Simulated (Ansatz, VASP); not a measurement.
# Two plane-wave programs on Sc

File INCAR:

```
SYSTEM = Sc
PREC = Accurate ; ENCUT = 600
EDIFF = 1E-6 ; ISMEAR = 0
SIGMA = 0.1 ; LREAL = .FALSE.
LASPH = .TRUE. ; NELM = 80
ALGO = Fast ; ISIF = 3
LWAVE = .FALSE. ; LCHARG = .FALSE.
GGA = PE ; IBRION = 2
NSW = 90 ; EDIFFG = -0.04
```

The input KPOINTS:

```
regular mesh
0
G
  6 6 6
  0 0 0
```

File POSCAR:

```
Sc
1.0
    2.0115675134      1.1613790454      3.7302107806
   -2.0115675134      1.1613790454      3.7302107806
    0.0000000000     -2.3227580907      3.7302107806
Sc
2
Direct
    0.2275400000      0.2275400000      0.2275400000
    0.7724600000      0.7724600000      0.7724600000
```

Input for Ansatz:

```yaml
crystal:
  lattice:
    - [2.0115675134, 1.1613790454, 3.7302107806]
    - [-2.0115675134, 1.1613790454, 3.7302107806]
    - [0.0, -2.3227580907, 3.7302107806]
  atoms:
    - { symbol: Sc, position: [0.22754, 0.22754, 0.22754] }
    - { symbol: Sc, position: [0.77246, 0.77246, 0.77246] }
basis:
  ecutwfc: 420
kpoints:
  mp_grid: { grid: [6, 6, 6] }
hamiltonian:
  xc: pbe
scf:
  occupations: { method: gaussian, width: 0.1 }
  lower_state_search: "off"
output:
  forces: true
  stress: true
  eigenvalues: true
relax:
  adjacent_minimum: "off"
  f_tol: 0.04
  max_steps: 70
  cell: { stress_tol: 0.4 }
```

Alike in both runs: task relaxation of cell and atoms; functional PBE; k mesh 6 × 6 × 6; occupations gaussian, width 0.1 eV; no spin polarisation.

```csv
,VASP,Ansatz
version,VASP 6.6.1,Ansatz 0.2.0
potentials or method,"VASP PAW PBE potentials, release 64 (Sc_sv), cutoff 600 eV","scalar-relativistic, plane waves, PAW"
valence electrons in the cell,22,22
```

```tsv
	VASP	Ansatz	Ansatz less VASP
gap on the k mesh at the Fermi level, each at its own relaxed structure (eV)	none	none	-
relaxed volume (Å³/atom)	24.65	24.69	+0.034
relaxed cell length with the largest relative difference (Å)	5.685	5.689	+0.0040
```

A gap of «none» marks a metal or a gap that the smearing closes.
